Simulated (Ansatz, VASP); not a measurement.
## SnTe: VASP beside Ansatz

```
Sn Te
1.0
     0.00000    3.21841    3.21841
     3.21841    0.00000    3.21841
     3.21841    3.21841    0.00000
Sn Te
1 1
Direct
  0.00000 0.00000 0.00000
  0.50000 0.50000 0.50000
```

Change from the starting cell: volume scaled by 1.06.

Alike in both runs: task single point; functional PBEsol; k mesh 11 × 11 × 11; occupations fermi-dirac, width 0.08 eV; no spin polarisation.

|  | VASP | Ansatz |
| --- | --- | --- |
| version | VASP 6.6.1 | Ansatz 0.2.0 |
| potentials or method | VASP PAW PBE potentials, release 64 (Sn_d, Te), cutoff 520 eV | all-electron LAPW, scalar-relativistic |

```csv
,VASP,Ansatz,Ansatz less VASP
pressure (GPa),-2.8,-2.8,+0.03
```

VASP's potentials were made for PBE, not for PBEsol. Ansatz ran all-electron here, and VASP with PAW potentials.

Neither program's run includes spin-orbit coupling.
